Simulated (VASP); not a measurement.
A run of VASP 6.6.1 is set up as follows.

File INCAR:

```
PREC     = Accurate       # precision mode
ENCUT    = 600            # plane-wave cutoff, eV
EDIFF    = 1E-6           # SCF threshold, eV
ISMEAR   = 0              # smearing method
SIGMA    = 0.1            # smearing width, eV
LREAL    = False          # projectors in reciprocal space
LASPH    = True           # aspherical terms in the spheres
NELM     = 100            # most SCF steps
ALGO     = Normal         # electronic algorithm
ISIF     = 3              # what is computed and relaxed
LWAVE    = False          # write WAVECAR
LCHARG   = False          # write CHGCAR
GGA      = PE             # functional
IBRION   = 2              # ionic algorithm
NSW      = 80             # ionic steps
EDIFFG   = -0.01          # ionic threshold
```

File KPOINTS:

```
regular mesh
0
Gamma
  9 9 9
```

File POSCAR:

```
Nb
1.0
   -1.6639500000      1.6639500000      1.6639500000
    1.6639500000     -1.6639500000      1.6639500000
    1.6639500000      1.6639500000     -1.6639500000
Nb
1
Direct
    0.0000000000      0.0000000000      0.0000000000
```

Potentials or basis: VASP PAW PBE potentials, release 64 (Nb_sv).

Run with:

```sh
$ cat potpaw_PBE.64/Nb_sv/POTCAR > POTCAR
$ mpirun -np 1 vasp_std > vasp.out
```

Problem. What does it give for the relaxed volume?

Solution. 18.07 Å³/atom.

Problem. Estimate the relaxed cell.

Solution. a = 2.863 Å, b = 2.863 Å, c = 2.863 Å, α = 109.47°, β = 109.47°, γ = 109.47°.

Final structure:
```yaml
crystal:
  lattice:
    - [-1.65319, 1.65319, 1.65319]
    - [1.65319, -1.65319, 1.65319]
    - [1.65319, 1.65319, -1.65319]
  atoms:
    - { symbol: Nb, position: [0.00000, 0.00000, 0.00000] }
```
